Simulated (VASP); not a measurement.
Set up this calculation in VASP 6.6.1, as the native input.

```
Task                   : single point
Functional             : PBE
Potentials or basis    : VASP PAW PBE potentials, release 64 (Cd, S)
Cutoff                 : 520 eV
k mesh                 : 12 × 12 × 4
Occupations            : gaussian, width 0.02 eV
Spin                   : no spin polarisation
Dipole correction      : no
Further INCAR settings : ALGO = Normal; EDIFF = 1e-06; NBANDS = 36
```

The structure of CdS lies in POSCAR:

```
CdS
1.0
    4.0856311824      0.0000000000      0.0000000000
   -2.0428155912      3.5382603944      0.0000000000
    0.0000000000      0.0000000000      9.5811895584
Cd S
3 3
Direct
    0.4806140812      0.0000000000      0.6666666667
    0.5193859188      0.5193859188      0.0000000000
    0.0000000000      0.4806140812      0.3333333333
    0.4913203624      0.0000000000      0.1666666667
    0.5086796376      0.5086796376      0.5000000000
    0.0000000000      0.4913203624      0.8333333333
```

The input as run:

INCAR

```
PREC = Accurate
ENCUT = 520
EDIFF = 1E-6
ISMEAR = 0
SIGMA = 0.02
LREAL = False
LASPH = True
NELM = 100
ALGO = Normal
ISIF = 2
LWAVE = False
LCHARG = False
GGA = PE
NBANDS = 36
```

KPOINTS

```
Automatic mesh
0
Gamma
  12 12 4
```

Potentials or basis: VASP PAW PBE potentials, release 64 (Cd, S).

The run is started by

```bash
$ cat potpaw_PBE.64/Cd/POTCAR potpaw_PBE.64/S/POTCAR > POTCAR
$ mpirun -np 1 vasp_std > vasp.out
```

It gave:

The pressure is 0.3 GPa and the band gap on the k mesh is 0.50 eV (least direct gap 0.87 eV).

Caveat: semilocal functionals underestimate gaps, and a narrow one can read as zero.

Wall time 6.6 min on 1 thread of Oxide Virtual Turin-like Processor (shared host), peak memory 0.37 GiB.
